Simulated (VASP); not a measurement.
Bi: single point with PBEsol

The system is Bi.

```xyz
1
Lattice="-1.9568 1.9568 1.9568 1.9568 -1.9568 1.9568 1.9568 1.9568 -1.9568" Properties=species:S:1:pos:R:3 pbc="T T T"
Bi    0.0000    0.0000    0.0000
```

```yaml
Program: VASP 6.6.1
Task: single point
Functional: PBEsol
Potentials_or_basis: VASP PAW PBE potentials, release 64 (Bi_d)
Cutoff: 520 eV
k_mesh: 16 × 16 × 16
Occupations: fermi-dirac, width 0.1 eV
Spin: no spin polarisation
```

```yaml
Pressure: 0.0 GPa
```

Levels at points of the mesh, in eV from the Fermi level:
| k point | band 4 | band 5 | band 6 | band 7 | band 8 | band 9 | band 10 | band 11 |
| --- | --- | --- | --- | --- | --- | --- | --- | --- |
| (0.00, 0.00, 0.00) | -22.82 | -22.82 | -13.79 | 5.40 | 5.40 | 5.40 | 9.61 | 10.50 |
| (0.50, 0.00, 0.00) | -22.83 | -22.73 | -10.52 | -5.29 | 1.66 | 3.56 | 6.10 | 7.68 |
| (0.50, 0.50, 0.50) | -22.75 | -22.75 | -8.24 | -1.88 | -1.88 | -1.88 | 3.49 | 3.49 |

It took 43 s on 1 thread of AMD EPYC 7R43 64-Core Processor (Zen 3) (shared host), peak memory 0.16 GiB.

Caveat: the PAW data sets were made with another functional, which shifts forces and pressure a little; spin-orbit coupling is left out, which moves the levels of the heavy elements.
